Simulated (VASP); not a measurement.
# Ru2Pb (P6/mmm) in VASP: a series of runs

The runs below take Ru2Pb through single point, relaxation of cell and atoms, with PBE.

All numbers are computed with VASP 6.6.1; they aren't measurements. Logs are shortened: lines on timing, memory, paths and dates and some standing lists are left out, and cuts for length are marked.

## (1) The cell of the first run

Symmetry: P6/mmm, No. 191, hexagonal system. Conventional cell: a = 4.426 Å, b = 4.426 Å, c = 3.143 Å, α = 90.00°, β = 90.00°, γ = 120.00°. Ru (site symmetry -6m2) has 5 Ru at 2.56 to 3.14 Å and 6 Pb at 3.00 Å within 3.4 Å. Pb (site symmetry 6/mmm) has 12 Ru at 3.00 Å and 2 Pb at 3.14 Å within 3.9 Å.

## (2) Single point, PBE

INCAR

```
PREC     = Accurate       # precision mode
ENCUT    = 520            # plane-wave cutoff, eV
EDIFF    = 1E-6           # SCF threshold, eV
ISMEAR   = 0              # smearing method
SIGMA    = 0.1            # smearing width, eV
LREAL    = F              # projectors in reciprocal space
LASPH    = T              # aspherical terms in the spheres
NELM     = 100            # most SCF steps
ALGO     = Normal         # electronic algorithm
ISIF     = 2              # what is computed and relaxed
LWAVE    = F              # write WAVECAR
LCHARG   = F              # write CHGCAR
GGA      = PE             # functional
NBANDS   = 28             # bands
```

KPOINTS

```
Automatic mesh
0
Gamma
  6 6 6
```

POSCAR

```
Ru2Pb
1.0
    4.4259565600      0.0000000000      0.0000000000
   -2.2129782800      3.8329908170      0.0000000000
    0.0000000000      0.0000000000      3.1428219959
Ru Pb
2 1
Direct
    0.3333333333      0.6666666667      0.5000000000
    0.6666666667      0.3333333333      0.5000000000
    0.0000000000      0.0000000000      0.0000000000
```

Potentials or basis: VASP PAW PBE potentials, release 64 (Ru_pv, Pb_d).

Started as:

```
$ cat potpaw_PBE.64/Ru_pv/POTCAR potpaw_PBE.64/Pb_d/POTCAR > POTCAR
$ mpirun -np 1 vasp_std > vasp.out
```

OUTCAR:

```text
PREC = Accurate
   ENCUT = 520
   EDIFF = 1E-6
   ISMEAR = 0
   LREAL = F
   LASPH = T
   NELM = 100
   ISIF = 2
   GGA = PE

 ion  position               nearest neighbor table
   1  0.333  0.667  0.500-   2 2.56   2 2.56   2 2.56   3 3.00   3 3.00   3 3.00   3 3.00   3 3.00
                             3 3.00
   2  0.667  0.333  0.500-   1 2.56   1 2.56   1 2.56   3 3.00   3 3.00   3 3.00   3 3.00   3 3.00
                             3 3.00
   3  0.000  0.000  0.000-   1 3.00   2 3.00   1 3.00   2 3.00   1 3.00   1 3.00   2 3.00   2 3.00
                             2 3.00   2 3.00   1 3.00   1 3.00

  LATTYP: Found a hexagonal cell.
 ALAT       =     4.4259565600
 C/A-ratio  =     0.7100887578

  Lattice vectors:

 A1 = (   4.4259565600,   0.0000000000,   0.0000000000)
 A2 = (  -2.2129782800,   3.8329908170,   0.0000000000)
 A3 = (   0.0000000000,   0.0000000000,   3.1428219959)

Analysis of symmetry for initial positions (statically):
=====================================================================
 Subroutine PRICEL returns:
 Original cell was already a primitive cell.

 Routine SETGRP: Setting up the symmetry group for a
 hexagonal supercell.

 Subroutine GETGRP returns: Found 24 space group operations
 (whereof 24 operations were pure point group operations)
 out of a pool of 24 trial point group operations.

The static configuration has the point symmetry D_6h.

Analysis of symmetry for dynamics (positions and initial velocities):
=====================================================================
 Subroutine PRICEL returns:
 Original cell was already a primitive cell.

 Routine SETGRP: Setting up the symmetry group for a
 hexagonal supercell.

 Subroutine GETGRP returns: Found 24 space group operations
 (whereof 24 operations were pure point group operations)
 out of a pool of 24 trial point group operations.

The dynamic configuration has the point symmetry D_6h.

 Subroutine INISYM returns: Found 24 space group operations
 (whereof 24 operations are pure point group operations),
 and found     1 'primitive' translations

----------------------------------------------------------------------------------------

                                     Primitive cell

  volume of cell :      53.3169

  direct lattice vectors                    reciprocal lattice vectors
     4.425956560  0.000000000  0.000000000     0.225939859  0.130446438  0.000000000
    -2.212978280  3.832990817  0.000000000     0.000000000  0.260892877  0.000000000
     0.000000000  0.000000000  3.142821996     0.000000000  0.000000000  0.318185376

  length of vectors
[... 87 lines left out ...]
   NSW    =      0    number of steps for IOM
   IBRION =     -1    ionic relax: 0-MD 1-quasi-New 2-CG
   NFREE  =      0    steps in history (QN), initial steepest desc. (CG)
   ISIF   =      2    stress and relaxation
   ISYM   =      2    0-nonsym 1-usesym 2-fastsym
   POTIM  = 0.5000    time-step for ionic-motion
   TEBEG  =    0.0;   TEEND  =   0.0 temperature during run
   PSTRESS=    0.0 pullay stress
   NELECT =      42.0000    total number of electrons
   NUPDOWN=      -1.0000    fix difference up-down
   EMIN   =  10.00;   EMAX   =-10.00  energy-range for DOS
   EFERMI =   0.00;   METHOD = LEGACY
   ISMEAR =     0;   SIGMA  =   0.10  broadening in eV -4-tet -1-fermi 0-gaus
   EFERMI_NEDOS =   21; number of points for ismear=-14 and -15
   IALGO  =     38    algorithm
   IMIX   =      4    mixing-type and parameters
     AMIX     =   0.40;   BMIX     =  1.00
     AMIX_MAG =   1.60;   BMIX_MAG =  1.00
  volume/ion in A,a.u.               =      17.77       119.93
  Fermi-wavevector in a.u.,A,eV,Ry     =   1.511946  2.857164 31.102667  2.285982
  Thomas-Fermi vector in A             =   2.621936
   LORBIT       =      0    0 simple, 1 ext, 2 COOP (PROOUT), +10 PAW based schemes
   GGA     = PE    functional components
   LHFCALC =     F    Hartree Fock is set to
   AEXX    =    0.0000 exact exchange contribution
   IVDW    =     0    specifies the selected vdW correction
   LEPSILON=     F    determine dielectric tensor
   LRPA    =     F    only Hartree local field effects (RPA)
 non-spin polarized calculation
 Gauss-broadening in eV      SIGMA  =   0.10
  energy-cutoff  :      520.00
  volume of cell :       53.32
 maximum number of plane-waves:      1457
 NGX is ok and might be reduce to    36
   NGX = 17   NGY = 17   NGZ = 11

 number of electron      41.9999982 magnetization

 Free energy of the ion-electron system (eV)
  ---------------------------------------------------
  ext. energy  EPLUGINS =         0.00000000
  ---------------------------------------------------
  free energy    TOTEN  =       -19.76681087 eV

  energy without entropy =      -19.74114337  energy(sigma->0) =      -19.75397712

 E-fermi :  10.8019     XC(G=0): -12.6147

 val. band max:       10.7740999215   @ k =   0.3333   0.1667   0.3333
 cond. band min:      10.8052845482   @ k =   0.3333   0.0000   0.5000
 fundamental gap:      0.0311846266
 Fermi energy:        10.8019374322

 k-point     1 :       0.0000    0.0000    0.0000
  band No.  band energies     occupation
      1     -32.0508      2.00000
      2     -32.0508      2.00000
      3     -31.5502      2.00000
      4     -31.4674      2.00000
      5     -31.4674      2.00000
      6     -31.4108      2.00000
[... 733 lines left out ...]
     27      16.3437      0.00000
     28      16.5137      0.00000

 [... further k-points ...]

------------------------ aborting loop because EDIFF is reached ----------------------------------------

  FORCE on cell =-STRESS in cart. coord.  units (eV):
  Direction    XX          YY          ZZ          XY          YZ          ZX
  --------------------------------------------------------------------------------------
  -------------------------------------------------------------------------------------
  Total       -0.0853966     -0.0853966      0.0611005      0.0000000     -0.0000000      0.0000000
  in kB       -2.5661763     -2.5661763      1.8360755      0.0000000     -0.0000000      0.0000000
  external PRESSURE =      -1.0987590 kB  Pullay stress =       0.0000000 kB

 VOLUME and BASIS-vectors are now :
 -----------------------------------------------------------------------------
  energy-cutoff  :      520.00
  volume of cell :       53.32
      direct lattice vectors                 reciprocal lattice vectors
     4.425956560  0.000000000  0.000000000     0.225939859  0.130446438  0.000000000
    -2.212978280  3.832990817  0.000000000     0.000000000  0.260892877  0.000000000
     0.000000000  0.000000000  3.142821996     0.000000000  0.000000000  0.318185376

 POSITION                                       TOTAL-FORCE (eV/Angst)
 -----------------------------------------------------------------------------------
     -0.00000      2.55533      1.57141        -0.000000      0.000000      0.000000
      2.21298      1.27766      1.57141        -0.000000      0.000000     -0.000000
      0.00000      0.00000      0.00000         0.000000      0.000000     -0.000000
 -----------------------------------------------------------------------------------
    total drift:                                0.000000     -0.000000     -0.000000

  FREE ENERGIE OF THE ION-ELECTRON SYSTEM (eV)
  ---------------------------------------------------
  free  energy   TOTEN  =       -19.7668108711 eV

  energy  without entropy=      -19.7411433666  energy(sigma->0) =      -19.75397712
```

OSZICAR:

```text
N       E                     dE             d eps       ncg     rms          rms(c)
DAV:   1     0.508388455115E+03    0.50839E+03   -0.23683E+04  1600   0.185E+03
DAV:   2     0.741852581605E+01   -0.50097E+03   -0.48794E+03  1636   0.521E+02
DAV:   3    -0.195342573775E+02   -0.26953E+02   -0.25920E+02  1772   0.134E+02
DAV:   4    -0.203401257968E+02   -0.80587E+00   -0.80201E+00  1772   0.226E+01
DAV:   5    -0.203785362607E+02   -0.38410E-01   -0.38402E-01  2336   0.495E+00    0.113E+01
DAV:   6    -0.198609124309E+02    0.51762E+00   -0.19936E+00  1700   0.114E+01    0.399E+00
DAV:   7    -0.197842395550E+02    0.76673E-01   -0.17223E-01  2000   0.442E+00    0.243E+00
DAV:   8    -0.197677735977E+02    0.16466E-01   -0.60605E-02  1888   0.200E+00    0.393E-01
DAV:   9    -0.197668004350E+02    0.97316E-03   -0.45158E-03  1876   0.795E-01    0.534E-02
DAV:  10    -0.197668024501E+02   -0.20151E-05   -0.14456E-04  2360   0.122E-01    0.251E-02
DAV:  11    -0.197668113848E+02   -0.89347E-05   -0.18479E-05  1736   0.357E-02    0.418E-03
DAV:  12    -0.197668108711E+02    0.51370E-06   -0.71656E-07  1096   0.882E-03
   1 F= -.19766811E+02 E0= -.19753977E+02  d E =-.256675E-01
```

stdout:

```text
POSCAR found type information on POSCAR RuPb
 POSCAR found :  2 types and       3 ions
 scaLAPACK will be used
 LDA part: xc-table for (Slater+PW92), standard interpolation
 POSCAR, INCAR and KPOINTS ok, starting setup
 FFT: planning ... GRIDC
 FFT: planning ... GRID_SOFT
 FFT: planning ... GRID
 WAVECAR not read
 entering main loop
```

It took 14 s on 1 thread of Intel Xeon 6975P-C (Granite Rapids), shared host; peak memory 0.19 GiB.

What came out:

```
Free energy            : -19.7668 eV
Pressure               : -0.1 GPa
Band gap on the k mesh : zero (band 21 reaches 11.05 eV, above the bottom of band 22 at 9.93 eV)
```

Stress tensor (GPa, compression positive):
```
-0.26  0.00  0.00
 0.00 -0.26  0.00
 0.00  0.00  0.18
```

Levels at points of the mesh, in eV from the Fermi level:
```csv
k point,band 18,band 19,band 20,band 21,band 22,band 23,band 24,band 25
"(0.00, 0.00, 0.00)",-1.82,-1.76,-1.76,0.19,0.19,1.29,4.54,4.54
"(0.50, 0.00, 0.00)",-1.89,-1.86,-1.33,-0.29,0.23,0.46,0.86,4.16
"(0.00, 0.00, 0.50)",-1.94,-1.94,-1.89,-1.89,0.42,1.30,4.74,5.39
"(0.50, 0.00, 0.50)",-2.66,-0.51,-0.21,0.25,1.06,1.18,1.40,3.24
```

Caveat: spin-orbit coupling is left out, which moves the levels of the heavy elements.

## (3) Single point, PBE

This run uses another cell than the first one, of 19.14 Å³/atom, 1.077 times its volume.

INCAR

```
  PREC = Accurate
  ENCUT = 520
  EDIFF = 1E-6
  ISMEAR = 0
  SIGMA = 0.1
  LREAL = False
  LASPH = True
  NELM = 100
  ALGO = Fast
  ISIF = 2
  LWAVE = False
  LCHARG = False
  GGA = PE
  NBANDS = 28
```

KPOINTS

```
regular mesh
0
Gamma
  6 6 6
```

POSCAR

```
Ru2Pb
1.0
    4.7070544258      0.0000000000      0.0000000000
   -2.3535272129      4.0764287098      0.0000000000
    0.0000000000      0.0000000000      2.9922300190
Ru Pb
2 1
Direct
    0.3333333333      0.6666666667      0.5000000000
    0.6666666667      0.3333333333      0.5000000000
    0.0000000000      0.0000000000      0.0000000000
```

Potentials or basis: VASP PAW PBE potentials, release 64 (Ru_pv, Pb_d).

Started as:

```
$ cat potpaw_PBE.64/Ru_pv/POTCAR potpaw_PBE.64/Pb_d/POTCAR > POTCAR
$ mpirun -np 1 vasp_std > vasp.out
```

Run time: 18 s. Hardware: 1 thread of Intel Xeon 6975P-C (Granite Rapids), shared host; peak memory 0.19 GiB.

It converged, with:

```yaml
Free_energy: -19.3992 eV
Pressure: -11.9 GPa
Band_gap_on_the_k_mesh: zero (band 21 reaches 9.91 eV, above the bottom of band 22 at 9.36 eV)
```

Stress tensor (GPa, compression positive):
```
-16.33   0.00   0.00
  0.00 -16.33   0.00
  0.00   0.00  -3.03
```

Levels at points of the mesh, in eV from the Fermi level:
| k point | band 18 | band 19 | band 20 | band 21 | band 22 | band 23 | band 24 | band 25 |
| --- | --- | --- | --- | --- | --- | --- | --- | --- |
| (0.00, 0.00, 0.00) | -1.96 | -0.93 | -0.93 | 0.18 | 0.38 | 0.38 | 3.87 | 3.87 |
| (0.50, 0.00, 0.00) | -1.56 | -1.04 | -0.92 | -0.01 | 0.06 | 0.43 | 0.55 | 3.13 |
| (0.00, 0.00, 0.50) | -1.53 | -1.53 | -1.51 | -1.51 | 0.78 | 1.55 | 4.11 | 4.90 |
| (0.50, 0.00, 0.50) | -2.30 | -0.80 | -0.54 | 0.14 | 1.02 | 1.02 | 1.65 | 3.87 |

Caveat: spin-orbit coupling is left out, which moves the levels of the heavy elements.

## (4) Relaxation of cell and atoms, PBE

This run uses another cell than the first one, of 19.14 Å³/atom, 1.077 times its volume.

INCAR

```
SYSTEM = Ru2Pb
ALGO = Fast ; EDIFF = 1E-7
EDIFFG = -0.04 ; ENCUT = 600
GGA = PE ; IBRION = 2
ISIF = 3 ; ISMEAR = 0
LASPH = .True. ; LCHARG = .False.
LREAL = .False. ; LWAVE = .False.
NELM = 80 ; NSW = 90
PREC = Accurate ; SIGMA = 0.1
```

KPOINTS

```
k-points
0
Gamma
  6 6 6
  0 0 0
```

POSCAR is that of step 3.

Started as:

```
$ cat potpaw_PBE.64/Ru_pv/POTCAR potpaw_PBE.64/Pb_d/POTCAR > POTCAR
$ mpirun -np 1 vasp_std > vasp.out
```

Wall time 3 min (1 thread of Intel Xeon 6975P-C (Granite Rapids), shared host); peak memory 0.23 GiB.

The run converged. Its results:

* Free energy: -19.7682 eV
* Relaxed volume: 17.79 Å³/atom
* Relaxed cell: a = 4.421 Å, b = 4.421 Å, c = 3.152 Å, α = 90.00°, β = 90.00°, γ = 120.00°
* Space group after relaxing (to 0.05 Å): P6/mmm (No. 191)
* Energy gained by relaxing: 123.0 meV/atom
* Ionic steps: 9
* Pressure after relaxing: 0.0 GPa
* Band gap on the k mesh: zero (band 21 reaches 11.04 eV, above the bottom of band 22 at 9.90 eV)

The path:
```
step  energy change (eV)  largest force (eV/Å)  pressure (GPa)  volume (Å³)
   1              0.0000                0.0000          -11.90        57.41
   2              0.1959                0.0000           30.77        46.30
   3             -0.2980                0.0000            1.47        52.04
   4             -0.2983                0.0000            1.96        51.90
   5             -0.3563                0.0000            1.23        52.52
   6             -0.3641                0.0000            1.40        53.16
   7             -0.3675                0.0000            1.25        52.96
   8             -0.3640                0.0000           -2.12        54.07
   9             -0.3690                0.0000            0.00        53.36
```

Final structure:
```
CELL_PARAMETERS angstrom
4.42137 0.00000 0.00000
-2.21069 3.82902 0.00000
0.00000 0.00000 3.15160
ATOMIC_POSITIONS crystal
Ru 0.33333 0.66667 0.50000
Ru 0.66667 0.33333 0.50000
Pb 0.00000 0.00000 0.00000
```

Levels at points of the mesh, in eV from the Fermi level:
```
           k point  band 19  band 20  band 21  band 22  band 23  band 24
(0.00, 0.00, 0.00)    -1.78    -1.78     0.18     0.18     1.31     4.54
(0.50, 0.00, 0.00)    -1.89    -1.31    -0.31     0.23     0.45     0.88
(0.00, 0.00, 0.50)    -1.95    -1.89    -1.89     0.40     1.28     4.75
(0.50, 0.00, 0.50)    -0.51    -0.20     0.25     1.06     1.17     1.38
```

Caveat: spin-orbit coupling is left out, which moves the levels of the heavy elements.

[end of part 1 of 2]
